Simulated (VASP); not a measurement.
# BaS in VASP: a series of runs

BaS is run at these levels: PBE; tasks: single point.

Program: VASP 6.6.1. These are calculated values, not measurements. Logs are shortened: lines on timing, memory, paths and dates and some standing lists are left out, and cuts for length are marked.

### Step 1. The cell of the first run

The typed cell holds 2 atoms: a = 4.517 Å, b = 4.517 Å, c = 4.517 Å, α = 60.00°, β = 60.00°, γ = 60.00°.

### Step 2. Single point, PBE

Contents of INCAR:

```
SYSTEM = BaS
PREC = Accurate ; ENCUT = 500
EDIFF = 1E-6 ; ISMEAR = -1
SIGMA = 0.1 ; LREAL = .False.
LASPH = .True. ; NELM = 120
ALGO = Normal ; ISIF = 2
LWAVE = .False. ; LCHARG = .False.
GGA = PE ; NBANDS = 15
GGA_COMPAT = .False.
```

Contents of KPOINTS:

```
regular mesh
0
Gamma
  3 3 3
  0 0 0
```

Contents of POSCAR:

```
BaS
1.0
    0.0000000000      3.1937500000      3.1937500000
    3.1937500000      0.0000000000      3.1937500000
    3.1937500000      3.1937500000      0.0000000000
Ba S
1 1
Direct
    0.0101425506     -0.0105884057     -0.0149260316
    0.5185986323      0.4770699518      0.4758170201
```

Potentials or basis: VASP PAW PBE potentials, release 64 (Ba_sv, S).

Run with:

```
$ cat potpaw_PBE.64/Ba_sv/POTCAR potpaw_PBE.64/S/POTCAR > POTCAR
$ mpirun -np 1 vasp_std > vasp.out
```

OUTCAR:

```text
SYSTEM = BaS
   PREC = Accurate
   ENCUT = 500
   EDIFF = 1E-6
   ISMEAR = -1
   LREAL = .False.
   LASPH = .True.
   NELM = 120
   ISIF = 2
   GGA = PE

 ion  position               nearest neighbor table
   1  0.010  0.989  0.985-   2 3.12   2 3.18   2 3.19   2 3.20   2 3.21   2 3.26
   2  0.519  0.477  0.476-   1 3.12   1 3.18   1 3.19   1 3.20   1 3.21   1 3.26

  LATTYP: Found a face centered cubic cell.
 ALAT       =     6.3875000000

  Lattice vectors:

 A1 = (   0.0000000000,   3.1937500000,   3.1937500000)
 A2 = (   3.1937500000,   0.0000000000,   3.1937500000)
 A3 = (   3.1937500000,   3.1937500000,   0.0000000000)

Analysis of symmetry for initial positions (statically):
=====================================================================
 Subroutine PRICEL returns:
 Original cell was already a primitive cell.

 Routine SETGRP: Setting up the symmetry group for a
 face centered cubic supercell.

 Subroutine GETGRP returns: Found  1 space group operations
 (whereof  1 operations were pure point group operations)
 out of a pool of 48 trial point group operations.

The static configuration has the point symmetry C_1 .

Analysis of symmetry for dynamics (positions and initial velocities):
=====================================================================
 Subroutine PRICEL returns:
 Original cell was already a primitive cell.

 Routine SETGRP: Setting up the symmetry group for a
 face centered cubic supercell.

 Subroutine GETGRP returns: Found  1 space group operations
 (whereof  1 operations were pure point group operations)
 out of a pool of 48 trial point group operations.

The dynamic configuration has the point symmetry C_1 .

 Subroutine INISYM returns: Found  1 space group operations
 (whereof  1 operations are pure point group operations),
 and found     1 'primitive' translations

----------------------------------------------------------------------------------------

                                     Primitive cell

  volume of cell :      65.1527

  direct lattice vectors                    reciprocal lattice vectors
     0.000000000  3.193750000  3.193750000    -0.156555773  0.156555773  0.156555773
     3.193750000  0.000000000  3.193750000     0.156555773 -0.156555773  0.156555773
     3.193750000  3.193750000  0.000000000     0.156555773  0.156555773 -0.156555773

  length of vectors
     4.516644565  4.516644565  4.516644565     0.271162553  0.271162553  0.271162553

  position of ions in fractional coordinates (direct lattice)
     0.010142551  0.989411594  0.985073968
     0.518598632  0.477069952  0.475817020

  ion indices of the primitive-cell ions
   primitive index   ion index
                 1           1
                 2           2

----------------------------------------------------------------------------------------

 KPOINTS: regular mesh

Automatic generation of k-mesh.
 Grid dimensions read from file:
 generate k-points for:    3    3    3

 Generating k-lattice:

  Cartesian coordinates                     Fractional coordinates (reciprocal lattice)
    -0.052185258  0.052185258  0.052185258     0.333333333  0.000000000  0.000000000
     0.052185258 -0.052185258  0.052185258     0.000000000  0.333333333  0.000000000
     0.052185258  0.052185258 -0.052185258     0.000000000  0.000000000  0.333333333

  Length of vectors
     0.090387518  0.090387518  0.090387518

  Shift w.r.t. Gamma in fractional coordinates (k-lattice)
     0.000000000  0.000000000  0.000000000

 Subroutine IBZKPT returns following result:
 ===========================================

 Found     14 irreducible k-points:

 Following reciprocal coordinates:
            Coordinates               Weight
  0.000000  0.000000  0.000000      1.000000
  0.333333  0.000000  0.000000      2.000000
  0.000000  0.333333  0.000000      2.000000
  0.000000  0.000000  0.333333      2.000000
  0.333333  0.333333  0.333333      2.000000
  0.333333  0.333333  0.000000      2.000000
  0.000000  0.333333  0.333333      2.000000
  0.333333  0.000000  0.333333      2.000000
 -0.333333  0.333333  0.000000      2.000000
  0.000000 -0.333333  0.333333      2.000000
  0.333333  0.000000 -0.333333      2.000000
  0.333333  0.333333 -0.333333      2.000000
 -0.333333  0.333333 -0.333333      2.000000
  0.333333 -0.333333 -0.333333      2.000000
   k-points           NKPTS =     14   k-points in BZ     NKDIM =     14   number of bands    NBANDS=     15
   number of dos      NEDOS =    301   number of ions     NIONS =      2
   total plane-waves  NPLWV =  46656
   dimension x,y,z NGX =    36 NGY =   36 NGZ =   36
   dimension x,y,z NGXF=    72 NGYF=   72 NGZF=   72
   ions per type =               1   1
   NGX,Y,Z   is equivalent  to a cutoff of  13.25, 13.25, 13.25 a.u.
   NGXF,Y,Z  is equivalent  to a cutoff of  26.50, 26.50, 26.50 a.u.
 SYSTEM =  BaS
   PREC   = accura    normal or accurate (medium, high low for compatibility)
   ISTART =      0    job   : 0-new  1-cont  2-samecut
   ICHARG =      2    charge: 1-file 2-atom 10-const
   ISPIN  =      1    spin polarized calculation?
   LNONCOLLINEAR =      F non collinear calculations
   LSORBIT =      F    spin-orbit coupling
   LASPH  =      T    aspherical Exc in radial PAW
   ENCUT  =  500.0 eV  36.75 Ry    6.06 a.u.   8.23  8.23  8.23*2*pi/ulx,y,z
   NELM   =    120;   NELMIN=  2; NELMDL= -5     # of ELM steps
   EDIFF  = 0.1E-05   stopping-criterion for ELM
   LREAL  =      F    real-space projection
   EDIFFG = 0.1E-04   stopping-criterion for IOM
   NSW    =      0    number of steps for IOM
   IBRION =     -1    ionic relax: 0-MD 1-quasi-New 2-CG
   NFREE  =      0    steps in history (QN), initial steepest desc. (CG)
   ISIF   =      2    stress and relaxation
   ISYM   =      2    0-nonsym 1-usesym 2-fastsym
   POTIM  = 0.5000    time-step for ionic-motion
   TEBEG  =    0.0;   TEEND  =   0.0 temperature during run
   PSTRESS=    0.0 pullay stress
   NELECT =      16.0000    total number of electrons
   NUPDOWN=      -1.0000    fix difference up-down
   EMIN   =  10.00;   EMAX   =-10.00  energy-range for DOS
   EFERMI =   0.00;   METHOD = LEGACY
   ISMEAR =    -1;   SIGMA  =   0.10  broadening in eV -4-tet -1-fermi 0-gaus
   EFERMI_NEDOS =   21; number of points for ismear=-14 and -15
   IALGO  =     38    algorithm
   IMIX   =      4    mixing-type and parameters
     AMIX     =   0.40;   BMIX     =  1.00
     AMIX_MAG =   1.60;   BMIX_MAG =  1.00
  volume/ion in A,a.u.               =      32.58       219.84
  Fermi-wavevector in a.u.,A,eV,Ry     =   1.025189  1.937326 14.299891  1.051012
  Thomas-Fermi vector in A             =   2.159016
   LORBIT       =      0    0 simple, 1 ext, 2 COOP (PROOUT), +10 PAW based schemes
   GGA     = PE    functional components
   LHFCALC =     F    Hartree Fock is set to
   AEXX    =    0.0000 exact exchange contribution
   IVDW    =     0    specifies the selected vdW correction
   LEPSILON=     F    determine dielectric tensor
   LRPA    =     F    only Hartree local field effects (RPA)
 non-spin polarized calculation
  energy-cutoff  :      500.00
  volume of cell :       65.15
 maximum number of plane-waves:      1668
 NGX is ok and might be reduce to    36
   NGX = 17   NGY = 17   NGZ = 17

 number of electron      16.0000000 magnetization

 Free energy of the ion-electron system (eV)
  ---------------------------------------------------
  ext. energy  EPLUGINS =         0.00000000
  ---------------------------------------------------
  free energy    TOTEN  =       -10.14775905 eV

  energy without entropy =      -10.14775286  energy(sigma->0) =      -10.14775595

 E-fermi :   2.6775     XC(G=0):  -8.6178

 val. band max:        1.4742449706   @ k =   0.0000   0.0000   0.0000
 cond. band min:       3.8842070051   @ k =   0.0000   0.3333   0.3333
 fundamental gap:      2.4099620345
 Fermi energy:         2.6774775960

 k-point     1 :       0.0000    0.0000    0.0000
  band No.  band energies     occupation
      1     -24.6289      2.00000
      2      -9.6922      2.00000
      3      -9.6836      2.00000
      4      -9.6835      2.00000
      5      -8.8674      2.00000
      6       1.4726      1.99999
      7       1.4727      1.99999
      8       1.4742      1.99999
      9       5.0641      0.00000
     10       5.3259      0.00000
     11       5.3355      0.00000
     12       5.3362      0.00000
     13       6.2521      0.00000
     14       6.2691      0.00000
     15      10.1920      0.00000

 k-point     2 :       0.3333    0.0000    0.0000
  band No.  band energies     occupation
      1     -24.5955      2.00000
      2     -10.6263      2.00000
      3      -9.7142      2.00000
      4      -9.7127      2.00000
      5      -7.8564      2.00000
      6      -0.0934      2.00000
      7       0.6062      2.00000
      8       0.6110      2.00000
      9       5.9181      0.00000
     10       6.8119      0.00000
     11       6.8134      0.00000
     12       7.4934      0.00000
     13       8.7913      0.00000
     14       8.8085      0.00000
     15      11.8387      0.00000

 k-point     3 :       0.0000    0.3333    0.0000
  band No.  band energies     occupation
      1     -24.5955      2.00000
      2     -10.6256      2.00000
      3      -9.7141      2.00000
      4      -9.7127      2.00000
      5      -7.8574      2.00000
      6      -0.0932      2.00000
      7       0.6052      2.00000
      8       0.6088      2.00000
      9       5.9212      0.00000
     10       6.8136      0.00000
     11       6.8151      0.00000
     12       7.4963      0.00000
     13       8.7899      0.00000
     14       8.8052      0.00000
     15      11.8349      0.00000
[... 163 lines left out ...]
 k-point    13 :      -0.3333    0.3333   -0.3333
  band No.  band energies     occupation
      1     -24.5741      2.00000
      2     -10.4487      2.00000
      3     -10.0303      2.00000
      4      -9.7873      2.00000
      5      -8.0958      2.00000
      6       0.2013      2.00000
      7       0.6649      2.00000
      8       0.9392      2.00000
      9       5.5098      0.00000
     10       6.8731      0.00000
     11       7.7448      0.00000
     12       7.8503      0.00000
     13       9.5467      0.00000
     14       9.9866      0.00000
     15      11.6107      0.00000

 k-point    14 :       0.3333   -0.3333   -0.3333
  band No.  band energies     occupation
      1     -24.5741      2.00000
      2     -10.4499      2.00000
      3     -10.0317      2.00000
      4      -9.7863      2.00000
      5      -8.0946      2.00000
      6       0.2045      2.00000
      7       0.6646      2.00000
      8       0.9474      2.00000
      9       5.5058      0.00000
     10       6.8206      0.00000
     11       7.7384      0.00000
     12       7.8934      0.00000
     13       9.5368      0.00000
     14       9.9908      0.00000
     15      11.6148      0.00000

------------------------ aborting loop because EDIFF is reached ----------------------------------------

  FORCE on cell =-STRESS in cart. coord.  units (eV):
  Direction    XX          YY          ZZ          XY          YZ          ZX
  --------------------------------------------------------------------------------------
  -------------------------------------------------------------------------------------
  Total        0.7462056      0.6550358      0.6578293     -0.0004958     -0.0000814     -0.0025339
  in kB       18.3500108     16.1080461     16.1767426     -0.0121933     -0.0020013     -0.0623113
  external PRESSURE =      16.8782665 kB  Pullay stress =       0.0000000 kB

 VOLUME and BASIS-vectors are now :
 -----------------------------------------------------------------------------
  energy-cutoff  :      500.00
  volume of cell :       65.15
      direct lattice vectors                 reciprocal lattice vectors
     0.000000000  3.193750000  3.193750000    -0.156555773  0.156555773  0.156555773
     3.193750000  0.000000000  3.193750000     0.156555773 -0.156555773  0.156555773
     3.193750000  3.193750000  0.000000000     0.156555773  0.156555773 -0.156555773

 POSITION                                       TOTAL-FORCE (eV/Angst)
 -----------------------------------------------------------------------------------
      6.30601      3.17847      3.19233        -0.118812     -0.004218     -0.020656
      3.04328      3.17591      3.17992         0.118812      0.004218      0.020656
 -----------------------------------------------------------------------------------
    total drift:                                0.000080      0.000071      0.000033

  FREE ENERGIE OF THE ION-ELECTRON SYSTEM (eV)
  ---------------------------------------------------
  free  energy   TOTEN  =       -10.1477590486 eV

  energy  without entropy=      -10.1477528594  energy(sigma->0) =      -10.14775595
```

It took 25 s on 1 thread of Intel Xeon 8259CL, shared host; peak memory 0.2 GiB.

What came out:

| Property | Result |
| --- | --- |
| Free energy | -10.1478 eV |
| Pressure | 1.7 GPa |
| Largest force | 0.121 eV/Å |
| Band gap on the k mesh | 2.41 eV (least direct gap 2.58 eV) |

Forces in eV/Å, atoms in the order of the input:
```
Ba  -0.119 -0.004 -0.021
S    0.119  0.004  0.021
```

Levels at points of the mesh, in eV from the valence-band top:
```csv
k point,band 5,band 6,band 7,band 8,band 9,band 10,band 11,band 12
"(0.00, 0.00, 0.00)",-10.34,0.00,0.00,0.00,3.59,3.85,3.86,3.86
```

Caveat: the k points lie up to 0.57 Å⁻¹ apart; spin-orbit coupling is left out, which moves the levels of the heavy elements; an odd mesh through Γ misses points on the zone boundary, where band edges can lie.

(Continued in part 2 of 2.)
